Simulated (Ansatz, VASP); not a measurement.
## One calculation of Ti2Co, two programs

The input POSCAR:

```
Ti2Co
1.0
    0.0000000000      3.3650000000      3.3650000000
    3.3650000000      0.0000000000      3.3650000000
    3.3650000000      3.3650000000      0.0000000000
Ti Co
4 2
Direct
    0.1250000000      0.1250000000      0.1250000000
    0.6250000000      0.1250000000      0.1250000000
    0.1250000000      0.1250000000      0.6250000000
    0.1250000000      0.6250000000      0.1250000000
    0.5000000000      0.5000000000      0.5000000000
    0.7500000000      0.7500000000      0.7500000000
```

File INCAR.step1:

```
SYSTEM = Ti2Co
ALGO     = Normal         ! electronic algorithm
EDIFF    = 1E-4           ! SCF threshold, eV
ENCUT    = 520            ! plane-wave cutoff, eV
GGA      = PE             ! functional
ISMEAR   = 0              ! smearing method
LASPH    = .True.         ! aspherical terms in the spheres
LCHARG   = .False.        ! write CHGCAR
LREAL    = .False.        ! projectors in reciprocal space
LWAVE    = .True.         ! write WAVECAR
NBANDS   = 42             ! bands
NELM     = 80             ! most SCF steps
PREC     = Accurate       ! precision mode
SIGMA    = 0.1            ! smearing width, eV
```

Contents of INCAR.step2:

```
SYSTEM = Ti2Co
ALGO     = Normal         ! electronic algorithm
EDIFF    = 1E-7           ! SCF threshold, eV
ENCUT    = 520            ! plane-wave cutoff, eV
ISIF     = 2              ! what is computed and relaxed
ISMEAR   = 0              ! smearing method
ISTART   = 1            
LASPH    = .True.         ! aspherical terms in the spheres
LCHARG   = .False.        ! write CHGCAR
LMIXTAU  = .True.       
LREAL    = .False.        ! projectors in reciprocal space
LWAVE    = .False.        ! write WAVECAR
METAGGA  = R2SCAN         ! meta-GGA
NBANDS   = 42             ! bands
NELM     = 80             ! most SCF steps
PREC     = Accurate       ! precision mode
SIGMA    = 0.1            ! smearing width, eV
```

The input KPOINTS:

```
k-points
0
Gamma
  10 10 10
  0 0 0
```

Input for Ansatz:

```yaml
crystal:
  lattice:
    - [0.0, 3.365, 3.365]
    - [3.365, 0.0, 3.365]
    - [3.365, 3.365, 0.0]
  atoms:
    - { symbol: Ti, position: [0.125, 0.125, 0.125] }
    - { symbol: Ti, position: [0.625, 0.125, 0.125] }
    - { symbol: Ti, position: [0.125, 0.125, 0.625] }
    - { symbol: Ti, position: [0.125, 0.625, 0.125] }
    - { symbol: Co, position: [0.5, 0.5, 0.5] }
    - { symbol: Co, position: [0.75, 0.75, 0.75] }
basis:
  ecutwfc: 500
kpoints:
  mp_grid: { grid: [10, 10, 10] }
hamiltonian:
  xc: r2scan
scf:
  occupations: { method: gaussian, width: 0.1 }
output:
  forces: true
  stress: true
  eigenvalues: true
```

Alike in both runs: task single point; functional r2SCAN; k mesh 10 × 10 × 10; occupations gaussian, width 0.1 eV; no spin polarisation.

|  | VASP | Ansatz |
| --- | --- | --- |
| version | VASP 6.6.1 | Ansatz 0.2.0 |
| potentials or method | VASP PAW PBE potentials, release 64 (Ti_sv, Co), cutoff 520 eV | scalar-relativistic, plane waves, PAW |
| valence electrons in the cell | 66 | 82 |

```tsv
	VASP	Ansatz	Ansatz less VASP
gap on the k mesh at the Fermi level (eV)	none	none	-
pressure (GPa)	20.5	19.3	-1.22
```

VASP's potentials were made for PBE, not for r2SCAN. A gap of «none» marks a metal or a gap that the smearing closes. The functional is the same, so the differences come from potentials, cutoffs and numerics. VASP's potentials hold 66 valence electrons a cell and Ansatz's 82, so a difference there can come from the potentials and not from the codes.
